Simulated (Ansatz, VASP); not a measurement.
# Two plane-wave programs on Al

INCAR

```
SYSTEM = Al
ALGO = Normal ; EDIFF = 1E-6
ENCUT = 520 ; ISIF = 2
ISMEAR = 0 ; LASPH = .TRUE.
LCHARG = .FALSE. ; LREAL = .FALSE.
LWAVE = .FALSE. ; NBANDS = 10
NELM = 100 ; PREC = Accurate
SIGMA = 0.15
```

KPOINTS

```
k-points
0
G
  21 21 12
  0 0 0
```

Contents of POSCAR:

```
Al
1.0
    3.0296256867      0.0000000000      0.0000000000
   -1.5148128433      2.6237328087      0.0000000000
    0.0000000000      0.0000000000      4.1941241885
Al
2
Direct
    0.6666666667      0.3333333333      0.7500000000
    0.3333333333      0.6666666667      0.2500000000
```

Input for Ansatz:

```yaml
crystal:
  lattice:
    - [3.0296256867, 0.0, 0.0]
    - [-1.5148128433, 2.6237328087, 0.0]
    - [0.0, 0.0, 4.1941241885]
  atoms:
    - { symbol: Al, position: [0.6666666667, 0.3333333333, 0.75] }
    - { symbol: Al, position: [0.3333333333, 0.6666666667, 0.25] }
basis:
  ecutwfc: 420
kpoints:
  mp_grid: { grid: [21, 21, 12] }
hamiltonian:
  xc: lda
scf:
  occupations: { method: gaussian, width: 0.15 }
output:
  forces: true
  stress: true
  eigenvalues: true
```

Alike in both runs: task single point; functional LDA; k mesh 21 × 21 × 12; occupations gaussian, width 0.15 eV; no spin polarisation.

|  | VASP | Ansatz |
| --- | --- | --- |
| version | VASP 6.6.1 | Ansatz 0.2.0 |
| potentials or method | VASP PAW LDA potentials, release 64 (Al), cutoff 520 eV | scalar-relativistic, plane waves, PAW |
| valence electrons in the cell | 6 | 6 |

```tsv
	VASP	Ansatz	Ansatz less VASP
gap on the k mesh at the Fermi level (eV)	none	none	-
pressure (GPa)	-0.9	-0.9	-0.07
traceless stress, the component that is largest in VASP (GPa)	6.01	5.96	-0.051
```

LDA's correlation is that of Perdew and Zunger in VASP and of Perdew and Wang (1992) in Ansatz. A gap of «none» marks a metal or a gap that the smearing closes.
